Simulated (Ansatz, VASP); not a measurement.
**NaCl: VASP beside Ansatz**

File POSCAR:

```
NaCl
1.0
    0.0000000000      2.7940632177      2.7940632177
    2.7940632177      0.0000000000      2.7940632177
    2.7940632177      2.7940632177      0.0000000000
Cl Na
1 1
Direct
    0.5000000000      0.5000000000      0.5000000000
    0.0000000000      0.0000000000      0.0000000000
```

File INCAR.step1:

```
SYSTEM = NaCl
PREC = Accurate
ENCUT = 520
EDIFF = 1E-5
ISMEAR = -1
SIGMA = 0.05
LREAL = .False.
LASPH = .True.
NELM = 100
ALGO = Normal
ISIF = 2
LWAVE = .True.
LCHARG = .False.
NBANDS = 14
GGA = PE
```

INCAR.step2

```
SYSTEM = NaCl
PREC = Accurate
ENCUT = 520
EDIFF = 1E-6
ISMEAR = -1
SIGMA = 0.05
LREAL = .False.
LASPH = .True.
NELM = 100
ALGO = Normal
ISIF = 2
LWAVE = .False.
LCHARG = .False.
GGA = PE
LHFCALC = .True.
AEXX = 0.25
PRECFOCK = Normal
NBANDS = 14
ISTART = 1
```

Contents of KPOINTS:

```
Automatic mesh
0
Gamma
  4 4 4
  0 0 0
```

The input input.yaml:

```yaml
crystal:
  lattice:
    - [0.0, 2.7940632177, 2.7940632177]
    - [2.7940632177, 0.0, 2.7940632177]
    - [2.7940632177, 2.7940632177, 0.0]
  atoms:
    - { symbol: Cl, position: [0.5, 0.5, 0.5] }
    - { symbol: Na, position: [0.0, 0.0, 0.0] }
hamiltonian:
  xc: pbe0
  pseudopotentials: { kind: paw }
kpoints:
  mp_grid: { grid: [4, 4, 4] }
  band_path:
    path:
      - [[0.0, 0.0, 0.0], [0.5, 0.0, 0.5], [0.5, 0.25, 0.75], [0.375, 0.375, 0.75], [0.0, 0.0, 0.0], [0.5, 0.5, 0.5], [0.625, 0.25, 0.625], [0.5, 0.25, 0.75], [0.5, 0.5, 0.5], [0.375, 0.375, 0.75]]
      - [[0.625, 0.25, 0.625], [0.5, 0.0, 0.5]]
    npoints: 4
scf:
  occupations: { method: fermi_dirac, width: 0.05 }
  n_extra_bands: 6
output:
  forces: true
  stress: true
  eigenvalues: true
  fatbands: false
```

Alike in both runs: functional PBE0; k mesh 4 × 4 × 4; occupations fermi-dirac, width 0.05 eV; no spin polarisation.

```csv
,VASP,Ansatz
version,VASP 6.6.1,Ansatz 0.2.0
potentials or method,"VASP PAW PBE potentials, release 64 (Cl, Na_pv)",Ansatz PAW
plane-wave cutoff (eV),520,420
valence electrons in the cell,14,16
task,single point,band structure
```

|  | VASP | Ansatz | Ansatz less VASP |
| --- | --- | --- | --- |
| gap on the k mesh at the Fermi level (eV) | 7.34 | 7.33 | -0.012 |
| least direct gap on the mesh (eV) | 7.34 | 7.33 | -0.012 |
| pressure (GPa) | 0.9 | 0.9 | +0.03 |

The functional is the same, so the differences come from potentials, cutoffs and numerics. VASP's potentials hold 14 valence electrons a cell and Ansatz's 16, so a difference there can come from the potentials and not from the codes.

The k mesh is coarse, so the values compare programs but aren't converged.
